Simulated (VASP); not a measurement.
# Ru (Pm-3m) in VASP: a series of runs, part 2 of 2

VASP 6.6.1. The steps go on from the part before.

### 3 Single point, LDA (volume scaled by 0.55)

Input file INCAR:

```
PREC     = Accurate       # precision mode
ENCUT    = 520            # plane-wave cutoff, eV
EDIFF    = 1E-7           # SCF threshold, eV
ISMEAR   = -1             # smearing method
SIGMA    = 0.1            # smearing width, eV
LREAL    = F              # projectors in reciprocal space
LASPH    = T              # aspherical terms in the spheres
NELM     = 60             # most SCF steps
ALGO     = Normal         # electronic algorithm
ISIF     = 2              # what is computed and relaxed
LWAVE    = F              # write WAVECAR
LCHARG   = T              # write CHGCAR
GGA      = CA             # functional
LELF     = T              # ELF
LVHAR    = T            
NBANDS   = 13             # bands
```

Input file KPOINTS:

```
Automatic mesh
0
Gamma
  17 17 17
```

Input file POSCAR:

```
Ru
1.0
    2.0190664540      0.0000000000      0.0000000000
    0.0000000000      2.0190664540      0.0000000000
    0.0000000000      0.0000000000      2.0190664540
Ru
1
Direct
    0.0000000000      0.0000000000      0.0000000000
```

Potentials or basis: VASP PAW LDA potentials, release 64 (Ru_pv).

Command:

```bash
$ cat potpaw_LDA.64/Ru_pv/POTCAR > POTCAR
$ mpirun -np 1 vasp_std > vasp.out
```

It took 12 s on 1 thread of Intel Xeon 8259CL, shared host; peak memory 0.12 GiB.

The run converged, but its numbers aren't listed here, since they failed a check.

### 4 Single point, LDA (volume scaled by 0.65)

Input file INCAR:

```
  PREC = Accurate
  ENCUT = 520
  EDIFF = 1E-6
  ISMEAR = -1
  SIGMA = 0.1
  LREAL = False
  LASPH = True
  NELM = 100
  ALGO = Normal
  ISIF = 2
  LWAVE = False
  LCHARG = False
  GGA = CA
  NBANDS = 13
```

Input file KPOINTS:

```
regular mesh
0
Gamma
  17 17 17
```

Input file POSCAR:

```
Ru
1.0
    2.1346868212      0.0000000000      0.0000000000
    0.0000000000      2.1346868212      0.0000000000
    0.0000000000      0.0000000000      2.1346868212
Ru
1
Direct
    0.0000000000      0.0000000000      0.0000000000
```

Command:

```bash
$ cat potpaw_LDA.64/Ru_pv/POTCAR > POTCAR
$ mpirun -np 1 vasp_std > vasp.out
```

Run time: 12 s. Hardware: 1 thread of Intel Xeon 8259CL, shared host; peak memory 0.13 GiB.

Results (log left out):

```
Free energy            : -6.0697 eV
Pressure               : 310.1 GPa
Band gap on the k mesh : zero (band 7 reaches 26.96 eV, above the bottom of band 8 at 17.93 eV)
```

Levels at points of the mesh, in eV from the Fermi level:
```csv
k point,band 3,band 4,band 5,band 6,band 7,band 8,band 9,band 10,band 11,band 12
"(0.00, 0.00, 0.00)",-42.56,-10.27,-10.27,-10.05,3.35,3.35,3.35,10.03,20.43,20.43
```

### 5 Single point, LDA (volume scaled by 0.65)

Input file INCAR:

```
SYSTEM = Ru
PREC     = Accurate       ! precision mode
ENCUT    = 520            ! plane-wave cutoff, eV
EDIFF    = 1E-6           ! SCF threshold, eV
ISMEAR   = -1             ! smearing method
SIGMA    = 0.1            ! smearing width, eV
LREAL    = .FALSE.        ! projectors in reciprocal space
LASPH    = .TRUE.         ! aspherical terms in the spheres
NELM     = 100            ! most SCF steps
ALGO     = Normal         ! electronic algorithm
ISIF     = 2              ! what is computed and relaxed
LWAVE    = .FALSE.        ! write WAVECAR
LCHARG   = .FALSE.        ! write CHGCAR
GGA      = CA             ! functional
NBANDS   = 13             ! bands
```

Input file KPOINTS:

```
Automatic mesh
0
G
  17 17 17
  0 0 0
```

POSCAR is that of step 4.

Command:

```bash
$ cat potpaw_LDA.64/Ru_pv/POTCAR > POTCAR
$ mpirun -np 1 vasp_std > vasp.out
```

Wall time 12 s (1 thread of Intel Xeon 8259CL, shared host); peak memory 0.13 GiB.

It converged, with:

```yaml
Free_energy: -6.0697 eV
Pressure: 310.1 GPa
Band_gap_on_the_k_mesh: zero (band 7 reaches 26.96 eV, above the bottom of band 8 at 17.93 eV)
```

Levels at points of the mesh, in eV from the Fermi level:
```csv
k point,band 3,band 4,band 5,band 6,band 7,band 8,band 9,band 10,band 11,band 12
"(0.00, 0.00, 0.00)",-42.56,-10.27,-10.27,-10.05,3.35,3.35,3.35,10.03,20.43,20.43
```

### 6 Single point, LDA (volume scaled by 0.75)

Input file INCAR:

```
  PREC = Accurate
  ENCUT = 520
  EDIFF = 1E-6
  ISMEAR = -1
  SIGMA = 0.1
  LREAL = F
  LASPH = T
  NELM = 100
  ALGO = Normal
  ISIF = 2
  LWAVE = F
  LCHARG = T
  GGA = CA
  LELF = T
  LVHAR = T
  NBANDS = 13
```

Input file KPOINTS:

```
regular mesh
0
Gamma
  17 17 17
```

Input file POSCAR:

```
Ru
1.0
    2.2389796063      0.0000000000      0.0000000000
    0.0000000000      2.2389796063      0.0000000000
    0.0000000000      0.0000000000      2.2389796063
Ru
1
Direct
    0.0000000000      0.0000000000      0.0000000000
```

Potentials or basis: VASP PAW LDA potentials, release 64 (Ru_pv).

Command:

```bash
$ cat potpaw_LDA.64/Ru_pv/POTCAR > POTCAR
$ mpirun -np 1 vasp_std > vasp.out
```

OUTCAR:

```text
PREC = Accurate
   ENCUT = 520
   EDIFF = 1E-6
   ISMEAR = -1
   LREAL = F
   LASPH = T
   NELM = 100
   ISIF = 2
   GGA = CA

 ion  position               nearest neighbor table
   1  0.000  0.000  0.000-

  LATTYP: Found a simple cubic cell.
 ALAT       =     2.2389796063

  Lattice vectors:

 A1 = (   2.2389796063,   0.0000000000,   0.0000000000)
 A2 = (   0.0000000000,   2.2389796063,   0.0000000000)
 A3 = (   0.0000000000,   0.0000000000,   2.2389796063)

Analysis of symmetry for initial positions (statically):
=====================================================================
 Subroutine PRICEL returns:
 Original cell was already a primitive cell.

 Routine SETGRP: Setting up the symmetry group for a
 simple cubic supercell.

 Subroutine GETGRP returns: Found 48 space group operations
 (whereof 48 operations were pure point group operations)
 out of a pool of 48 trial point group operations.

The static configuration has the point symmetry O_h .

Analysis of symmetry for dynamics (positions and initial velocities):
=====================================================================
 Subroutine PRICEL returns:
[... 159 lines left out ...]
 fundamental gap:      0.0300628776
 Fermi energy:        16.9607049912

 k-point     1 :       0.0000    0.0000    0.0000
  band No.  band energies     occupation
      1     -25.4615      2.00000
      2     -25.4615      2.00000
      3     -25.4615      2.00000
      4       7.7097      2.00000
      5       8.4411      2.00000
      6       8.4411      2.00000
      7      19.7131      0.00000
      8      19.7131      0.00000
      9      19.7131      0.00000
     10      27.1272      0.00000
     11      36.1867      0.00000
     12      36.1867      0.00000
     13      36.1867      0.00000
[... 354 lines left out ...]
  band No.  band energies     occupation
      1     -28.2821      2.00000
      2     -25.5743      2.00000
      3     -25.1476      2.00000
      4      10.0895      2.00000
      5      11.6371      2.00000
      6      12.6035      2.00000
      7      15.2660      2.00000
      8      18.5322      0.00000
      9      19.5119      0.00000
     10      27.1221      0.00000
     11      28.0538      0.00000
     12      34.1425      0.00000
     13      40.2310      0.00000

 [... further k-points ...]
[... 5 lines left out ...]
  --------------------------------------------------------------------------------------
  -------------------------------------------------------------------------------------
  Total       10.4913011     10.4913011     10.4913011      0.0000000      0.0000000      0.0000000
  in kB     1497.5782375   1497.5782375   1497.5782375      0.0000000      0.0000000      0.0000000
  external PRESSURE =    1497.5782375 kB  Pullay stress =       0.0000000 kB

 VOLUME and BASIS-vectors are now :
 -----------------------------------------------------------------------------
  energy-cutoff  :      520.00
  volume of cell :       11.22
      direct lattice vectors                 reciprocal lattice vectors
     2.238979606  0.000000000  0.000000000     0.446632027  0.000000000  0.000000000
     0.000000000  2.238979606  0.000000000     0.000000000  0.446632027  0.000000000
     0.000000000  0.000000000  2.238979606     0.000000000  0.000000000  0.446632027

 POSITION                                       TOTAL-FORCE (eV/Angst)
 -----------------------------------------------------------------------------------
      0.00000      0.00000      0.00000         0.000000      0.000000      0.000000
 -----------------------------------------------------------------------------------
    total drift:                                0.000000      0.000000      0.000000

  FREE ENERGIE OF THE ION-ELECTRON SYSTEM (eV)
  ---------------------------------------------------
  free  energy   TOTEN  =        -8.1387717195 eV

  energy  without entropy=       -8.1101755943  energy(sigma->0) =       -8.12447366
```

OSZICAR:

```text
N       E                     dE             d eps       ncg     rms          rms(c)
DAV:   1     0.110291346446E+03    0.11029E+03   -0.83614E+03  4290   0.118E+03
DAV:   2    -0.713585428666E+01   -0.11743E+03   -0.11210E+03  4635   0.336E+02
DAV:   3    -0.840345620693E+01   -0.12676E+01   -0.12641E+01  4975   0.386E+01
DAV:   4    -0.840693210980E+01   -0.34759E-02   -0.34758E-02  4705   0.215E+00
DAV:   5    -0.840695254230E+01   -0.20433E-04   -0.20433E-04  4930   0.150E-01    0.255E+01
DAV:   6    -0.818333542214E+01    0.22362E+00   -0.23136E-01  4420   0.638E+00    0.127E+01
DAV:   7    -0.814164216867E+01    0.41693E-01   -0.51975E-02  4550   0.275E+00    0.223E+00
DAV:   8    -0.813883641281E+01    0.28058E-02   -0.87915E-03  4530   0.132E+00    0.202E-01
DAV:   9    -0.813877170251E+01    0.64710E-04   -0.61828E-05  4650   0.111E-01    0.145E-02
DAV:  10    -0.813877171950E+01   -0.16989E-07   -0.43466E-06  4784   0.259E-02
   1 F= -.81387717E+01 E0= -.81244737E+01  d E =-.285961E-01
```

It took 24 s on 1 thread of Intel Xeon 8259CL, shared host; peak memory 0.13 GiB.

Results:

```yaml
Free_energy: -8.1388 eV
Pressure: 149.8 GPa
Band_gap_on_the_k_mesh: zero (band 7 reaches 22.97 eV, above the bottom of band 8 at 15.06 eV)
```

Levels at points of the mesh, in eV from the Fermi level:
```tsv
k point	band 5	band 6	band 7	band 8	band 9	band 10
(0.00, 0.00, 0.00)	-8.52	-8.52	2.75	2.75	2.75	10.17
```
